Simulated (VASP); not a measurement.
# CsAg2 (P6/mmm) in VASP: further runs

CsAg2 is run at these levels: PBE; tasks: single point.

Everything below comes from runs of VASP 6.6.1. Logs are shortened: lines on timing, memory, paths and dates and some standing lists are left out, and cuts for length are marked.

**1. The cell of the first run**

Symmetry: P6/mmm, No. 191, hexagonal system. The conventional cell has a = 4.854 Å, b = 4.854 Å, c = 5.393 Å, α = 90.00°, β = 90.00°, γ = 120.00°. Within 5.1 Å of Cs (site symmetry 6/mmm) lie 12 Ag at 3.89 Å and 6 Cs at 4.85 Å. Ag (site symmetry -6m2) has 3 Ag at 2.80 Å within 3.7 Å.

The cell was generated, and may not be a known phase.

**2. Single point, PBE**

Contents of INCAR:

```
SYSTEM = CsAg2
ALGO     = Fast           ! electronic algorithm
EDIFF    = 1E-6           ! SCF threshold, eV
ENCUT    = 520            ! plane-wave cutoff, eV
GGA      = PE             ! functional
ISIF     = 2              ! what is computed and relaxed
ISMEAR   = 0              ! smearing method
LASPH    = .TRUE.         ! aspherical terms in the spheres
LCHARG   = .FALSE.        ! write CHGCAR
LREAL    = .FALSE.        ! projectors in reciprocal space
LWAVE    = .FALSE.        ! write WAVECAR
NBANDS   = 22             ! bands
NELM     = 100            ! most SCF steps
PREC     = Accurate       ! precision mode
SIGMA    = 0.1            ! smearing width, eV
```

Contents of KPOINTS:

```
k-points
0
G
  6 6 4
  0 0 0
```

Contents of POSCAR:

```
CsAg2
1.0
    4.8540180007      0.0000000000      0.0000000000
   -2.4270090004      4.2037028990      0.0000000000
    0.0000000000      0.0000000000      5.3928357488
Cs Ag
1 2
Direct
    0.0000000000      0.0000000000      0.5000000000
    0.3333333333      0.6666666667      0.0000000000
    0.6666666667      0.3333333333      0.0000000000
```

Potentials or basis: VASP PAW PBE potentials, release 64 (Cs_sv, Ag).

On the command line:

```sh
> cat potpaw_PBE.64/Cs_sv/POTCAR potpaw_PBE.64/Ag/POTCAR > POTCAR
> mpirun -np 1 vasp_std > vasp.out
```

OUTCAR:

```text
SYSTEM = CsAg2
   EDIFF = 1E-6
   ENCUT = 520
   GGA = PE
   ISIF = 2
   ISMEAR = 0
   LASPH = .TRUE.
   LREAL = .FALSE.
   NELM = 100
   PREC = Accurate

 ion  position               nearest neighbor table
   1  0.000  0.000  0.500-
   2  0.333  0.667  0.000-   3 2.80   3 2.80   3 2.80
   3  0.667  0.333  0.000-   2 2.80   2 2.80   2 2.80

  LATTYP: Found a hexagonal cell.
 ALAT       =     4.8540180007
 C/A-ratio  =     1.1110044808

  Lattice vectors:

 A1 = (   4.8540180007,   0.0000000000,   0.0000000000)
 A2 = (  -2.4270090004,   4.2037028990,   0.0000000000)
 A3 = (   0.0000000000,   0.0000000000,   5.3928357488)

Analysis of symmetry for initial positions (statically):
=====================================================================
 Subroutine PRICEL returns:
 Original cell was already a primitive cell.

 Routine SETGRP: Setting up the symmetry group for a
 hexagonal supercell.

 Subroutine GETGRP returns: Found 24 space group operations
 (whereof 24 operations were pure point group operations)
 out of a pool of 24 trial point group operations.

The static configuration has the point symmetry D_6h.

Analysis of symmetry for dynamics (positions and initial velocities):
=====================================================================
 Subroutine PRICEL returns:
 Original cell was already a primitive cell.

 Routine SETGRP: Setting up the symmetry group for a
 hexagonal supercell.

 Subroutine GETGRP returns: Found 24 space group operations
 (whereof 24 operations were pure point group operations)
 out of a pool of 24 trial point group operations.

The dynamic configuration has the point symmetry D_6h.

 Subroutine INISYM returns: Found 24 space group operations
 (whereof 24 operations are pure point group operations),
 and found     1 'primitive' translations

----------------------------------------------------------------------------------------

                                     Primitive cell

  volume of cell :     110.0400

  direct lattice vectors                    reciprocal lattice vectors
     4.854018001  0.000000000  0.000000000     0.206014893  0.118942754  0.000000000
    -2.427009000  4.203702899  0.000000000     0.000000000  0.237885508  0.000000000
     0.000000000  0.000000000  5.392835749     0.000000000  0.000000000  0.185431199

  length of vectors
     4.854018001  4.854018001  5.392835749     0.237885508  0.237885508  0.185431199

  position of ions in fractional coordinates (direct lattice)
     0.000000000  0.000000000  0.500000000
     0.333333333  0.666666667  0.000000000
     0.666666667  0.333333333  0.000000000

  ion indices of the primitive-cell ions
   primitive index   ion index
                 1           1
                 2           2
                 3           3

----------------------------------------------------------------------------------------

 KPOINTS: k-points

Automatic generation of k-mesh.
 Grid dimensions read from file:
 generate k-points for:    6    6    4

 Generating k-lattice:

  Cartesian coordinates                     Fractional coordinates (reciprocal lattice)
     0.034335816  0.019823792  0.000000000     0.166666667  0.000000000  0.000000000
     0.000000000  0.039647585  0.000000000     0.000000000  0.166666667  0.000000000
     0.000000000  0.000000000  0.046357800     0.000000000  0.000000000  0.250000000

  Length of vectors
     0.039647585  0.039647585  0.046357800

  Shift w.r.t. Gamma in fractional coordinates (k-lattice)
     0.000000000  0.000000000  0.000000000

 Subroutine IBZKPT returns following result:
 ===========================================

 Found     21 irreducible k-points:

 Following reciprocal coordinates:
            Coordinates               Weight
  0.000000  0.000000  0.000000      1.000000
  0.166667  0.000000  0.000000      6.000000
  0.333333  0.000000  0.000000      6.000000
  0.500000  0.000000  0.000000      3.000000
  0.166667  0.166667  0.000000      6.000000
  0.333333  0.166667  0.000000     12.000000
[... 13 lines left out ...]
  0.333333  0.166667  0.500000     12.000000
  0.333333  0.333333  0.500000      2.000000
   k-points           NKPTS =     21   k-points in BZ     NKDIM =     21   number of bands    NBANDS=     22
   number of dos      NEDOS =    301   number of ions     NIONS =      3
   total plane-waves  NPLWV =  51840
   dimension x,y,z NGX =    36 NGY =   36 NGZ =   40
   dimension x,y,z NGXF=    72 NGYF=   72 NGZF=   80
   ions per type =               1   2
   NGX,Y,Z   is equivalent  to a cutoff of  12.33, 12.33, 12.33 a.u.
   NGXF,Y,Z  is equivalent  to a cutoff of  24.66, 24.66, 24.66 a.u.
 SYSTEM =  CsAg2
   PREC   = accura    normal or accurate (medium, high low for compatibility)
   ISTART =      0    job   : 0-new  1-cont  2-samecut
   ICHARG =      2    charge: 1-file 2-atom 10-const
   ISPIN  =      1    spin polarized calculation?
   LNONCOLLINEAR =      F non collinear calculations
   LSORBIT =      F    spin-orbit coupling
   LASPH  =      T    aspherical Exc in radial PAW
   ENCUT  =  520.0 eV  38.22 Ry    6.18 a.u.   9.03  9.03 10.03*2*pi/ulx,y,z
   NELM   =    100;   NELMIN=  2; NELMDL= -5     # of ELM steps
   EDIFF  = 0.1E-05   stopping-criterion for ELM
   LREAL  =      F    real-space projection
   EDIFFG = 0.1E-04   stopping-criterion for IOM
   NSW    =      0    number of steps for IOM
   IBRION =     -1    ionic relax: 0-MD 1-quasi-New 2-CG
   NFREE  =      0    steps in history (QN), initial steepest desc. (CG)
   ISIF   =      2    stress and relaxation
   ISYM   =      2    0-nonsym 1-usesym 2-fastsym
   POTIM  = 0.5000    time-step for ionic-motion
   TEBEG  =    0.0;   TEEND  =   0.0 temperature during run
   PSTRESS=    0.0 pullay stress
   NELECT =      31.0000    total number of electrons
   NUPDOWN=      -1.0000    fix difference up-down
   EMIN   =  10.00;   EMAX   =-10.00  energy-range for DOS
   EFERMI =   0.00;   METHOD = LEGACY
   ISMEAR =     0;   SIGMA  =   0.10  broadening in eV -4-tet -1-fermi 0-gaus
   EFERMI_NEDOS =   21; number of points for ismear=-14 and -15
   IALGO  =     68    algorithm
   IMIX   =      4    mixing-type and parameters
     AMIX     =   0.40;   BMIX     =  1.00
     AMIX_MAG =   1.60;   BMIX_MAG =  1.00
  volume/ion in A,a.u.               =      36.68       247.53
  Fermi-wavevector in a.u.,A,eV,Ry     =   1.073195  2.028044 15.670468  1.151747
  Thomas-Fermi vector in A             =   2.208987
   LORBIT       =      0    0 simple, 1 ext, 2 COOP (PROOUT), +10 PAW based schemes
   GGA     = PE    functional components
   LHFCALC =     F    Hartree Fock is set to
   AEXX    =    0.0000 exact exchange contribution
   IVDW    =     0    specifies the selected vdW correction
   LEPSILON=     F    determine dielectric tensor
   LRPA    =     F    only Hartree local field effects (RPA)
 non-spin polarized calculation
 RMM-DIIS sequential band-by-band and
 Gauss-broadening in eV      SIGMA  =   0.10
  energy-cutoff  :      520.00
  volume of cell :      110.04
 maximum number of plane-waves:      2985
   NGX = 19   NGY = 19   NGZ = 21

 number of electron      31.0000006 magnetization

 Free energy of the ion-electron system (eV)
  ---------------------------------------------------
  ext. energy  EPLUGINS =         0.00000000
  ---------------------------------------------------
  free energy    TOTEN  =        -6.06431940 eV

  energy without entropy =       -6.06192956  energy(sigma->0) =       -6.06312448

 E-fermi :   2.7554     XC(G=0):  -8.4062

 val. band max:        2.7550864127   @ k =   0.1667   0.0000   0.5000
 cond. band min:       3.1302948038   @ k =   0.3333   0.0000   0.2500
 fundamental gap:      0.3752083911
 Fermi energy:         2.7554332151

 k-point     1 :       0.0000    0.0000    0.0000
  band No.  band energies     occupation
      1     -19.5130      2.00000
      2      -6.2938      2.00000
      3      -6.2689      2.00000
      4      -6.2689      2.00000
      5      -1.9647      2.00000
      6      -1.3919      2.00000
[... 14 lines left out ...]
     21       8.5825      0.00000
     22       8.5825      0.00000

 k-point     2 :       0.1667    0.0000    0.0000
  band No.  band energies     occupation
      1     -19.5074      2.00000
      2      -6.3725      2.00000
      3      -6.2884      2.00000
      4      -6.2832      2.00000
      5      -1.8626      2.00000
      6      -1.4831      2.00000
[... 14 lines left out ...]
     21       8.5078      0.00000
     22       9.0040      0.00000

 k-point     3 :       0.3333    0.0000    0.0000
  band No.  band energies     occupation
      1     -19.4962      2.00000
      2      -6.5632      2.00000
      3      -6.3268      2.00000
      4      -6.2622      2.00000
      5      -1.8178      2.00000
      6      -1.6620      2.00000
[... 14 lines left out ...]
     21       8.3657      0.00000
     22       8.5453      0.00000

 k-point     4 :       0.5000    0.0000    0.0000
  band No.  band energies     occupation
      1     -19.4905      2.00000
      2      -6.6517      2.00000
      3      -6.3457      2.00000
      4      -6.2518      2.00000
      5      -1.8908      2.00000
      6      -1.7258      2.00000
[... 14 lines left out ...]
     21       8.3027      0.00000
     22       8.9583      0.00000

 k-point     5 :       0.1667    0.1667    0.0000
  band No.  band energies     occupation
      1     -19.4990      2.00000
      2      -6.4985      2.00000
      3      -6.3376      2.00000
      4      -6.2675      2.00000
      5      -1.8177      2.00000
      6      -1.6397      2.00000
[... 342 lines left out ...]
 k-point    19 :       0.1667    0.1667    0.5000
  band No.  band energies     occupation
      1     -19.4959      2.00000
      2      -6.4676      2.00000
      3      -6.4017      2.00000
      4      -6.3348      2.00000
      5      -1.8345      2.00000
      6      -1.5854      2.00000
[... 14 lines left out ...]
     21       8.4612      0.00000
     22       8.5752      0.00000

 k-point    20 :       0.3333    0.1667    0.5000
  band No.  band energies     occupation
      1     -19.4879      2.00000
      2      -6.5665      2.00000
      3      -6.3965      2.00000
      4      -6.3530      2.00000
      5      -1.9261      2.00000
      6      -1.6247      2.00000
[... 14 lines left out ...]
     21       9.0339      0.00000
     22       9.2091      0.00000

 k-point    21 :       0.3333    0.3333    0.5000
  band No.  band energies     occupation
      1     -19.4852      2.00000
      2      -6.5094      2.00000
      3      -6.5094      2.00000
      4      -6.3381      2.00000
      5      -1.9855      2.00000
      6      -1.5983      2.00000
[... 14 lines left out ...]
     21       8.9404      0.00000
     22       9.7821      0.00000

------------------------ aborting loop because EDIFF is reached ----------------------------------------

  FORCE on cell =-STRESS in cart. coord.  units (eV):
  Direction    XX          YY          ZZ          XY          YZ          ZX
  --------------------------------------------------------------------------------------
  -------------------------------------------------------------------------------------
  Total        0.0616281      0.0616281      0.1643823     -0.0000000     -0.0000000      0.0000000
  in kB        0.8973026      0.8973026      2.3933988     -0.0000000     -0.0000000      0.0000000
  external PRESSURE =       1.3960013 kB  Pullay stress =       0.0000000 kB

 VOLUME and BASIS-vectors are now :
 -----------------------------------------------------------------------------
  energy-cutoff  :      520.00
  volume of cell :      110.04
      direct lattice vectors                 reciprocal lattice vectors
     4.854018001  0.000000000  0.000000000     0.206014893  0.118942754  0.000000000
    -2.427009000  4.203702899  0.000000000     0.000000000  0.237885508  0.000000000
     0.000000000  0.000000000  5.392835749     0.000000000  0.000000000  0.185431199

 POSITION                                       TOTAL-FORCE (eV/Angst)
 -----------------------------------------------------------------------------------
      0.00000      0.00000      2.69642         0.000000      0.000000      0.000000
     -0.00000      2.80247      0.00000        -0.000000      0.000000      0.000000
      2.42701      1.40123      0.00000         0.000000     -0.000000     -0.000000
 -----------------------------------------------------------------------------------
    total drift:                                0.000000      0.000000      0.000000

  FREE ENERGIE OF THE ION-ELECTRON SYSTEM (eV)
  ---------------------------------------------------
  free  energy   TOTEN  =        -6.0643193962 eV

  energy  without entropy=       -6.0619295639  energy(sigma->0) =       -6.06312448
```

It took 32 s on 1 thread of Oxide Virtual Turin-like, shared host; peak memory 0.2 GiB.

Results:

| Item | Value |
| --- | --- |
| Free energy | -6.0643 eV |
| Pressure | 0.1 GPa |
| Band gap on the k mesh | zero (an odd number of electrons rules out a gap without spin polarisation) |

Stress tensor (GPa, compression positive):
```
0.09 0.00 0.00
0.00 0.09 0.00
0.00 0.00 0.24
```

Levels at points of the mesh, in eV from the Fermi level:
```csv
k point,band 14,band 15,band 16,band 17,band 18,band 19
"(0.00, 0.00, 0.00)",-3.38,-3.38,2.51,2.52,3.07,3.07
"(0.50, 0.00, 0.00)",-2.97,-1.33,-1.15,2.13,2.84,2.97
"(0.00, 0.00, 0.50)",-3.34,-2.65,-0.47,4.32,4.32,4.80
"(0.50, 0.00, 0.50)",-2.97,-1.56,-0.29,1.53,2.01,2.46
```

Caveat: spin-orbit coupling is left out, which moves the levels of the heavy elements.

(Continued in part 2 of 2.)

The gap in the log of VASP goes by the Fermi energy; the results here count the filled bands.